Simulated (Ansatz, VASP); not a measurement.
**Two plane-wave programs on AlCo**

The input INCAR:

```
SYSTEM = AlCo
PREC = Accurate ; ENCUT = 520
EDIFF = 1E-7 ; ISMEAR = 0
SIGMA = 0.15 ; LREAL = .FALSE.
LASPH = .TRUE. ; NELM = 80
ALGO = Normal ; ISIF = 2
LWAVE = .FALSE. ; LCHARG = .TRUE.
GGA = PS ; LELF = .TRUE.
LVHAR = .TRUE. ; NBANDS = 13
```

The input KPOINTS:

```
regular mesh
0
G
  16 16 16
  0 0 0
```

Contents of POSCAR:

```
AlCo
1.0
    2.8194032100      0.0000000000      0.0000000000
    0.0000000000      2.8194032100      0.0000000000
    0.0000000000      0.0000000000      2.9039853063
Al Co
1 1
Direct
    0.0000000000      0.0000000000      0.0000000000
    0.5000000000      0.5000000000      0.5000000000
```

Input for Ansatz:

```yaml
crystal:
  lattice:
    - [2.81940321, 0.0, 0.0]
    - [0.0, 2.81940321, 0.0]
    - [0.0, 0.0, 2.9039853063]
  atoms:
    - { symbol: Al, position: [0.0, 0.0, 0.0] }
    - { symbol: Co, position: [0.5, 0.5, 0.5] }
basis:
  ecutwfc: 420
kpoints:
  mp_grid: { grid: [16, 16, 16] }
hamiltonian:
  xc: pbesol
scf:
  occupations: { method: gaussian, width: 0.15 }
output:
  forces: true
  stress: true
  eigenvalues: true
```

Change from the starting cell: strain +0.000 along x and y, +0.030 along z, atoms carried along.

Alike in both runs: task single point; functional PBEsol; k mesh 16 × 16 × 16; occupations gaussian, width 0.15 eV; no spin polarisation.

```csv
,VASP,Ansatz
version,VASP 6.6.1,Ansatz 0.2.0
potentials or method,"VASP PAW PBE potentials, release 64 (Al, Co), cutoff 520 eV","scalar-relativistic, plane waves, PAW"
valence electrons in the cell,12,20
```

|  | VASP | Ansatz | Ansatz less VASP |
| --- | --- | --- | --- |
| gap on the k mesh at the Fermi level (eV) | none | none | - |
| pressure (GPa) | -4.5 | -4.6 | -0.09 |
| traceless stress, the component that is largest in VASP (GPa) | -2.55 | -2.55 | -0.001 |

VASP's potentials were made for PBE, not for PBEsol. A gap of «none» marks a metal or a gap that the smearing closes. VASP's potentials hold 12 valence electrons a cell and Ansatz's 20, so a difference there can come from the potentials and not from the codes.
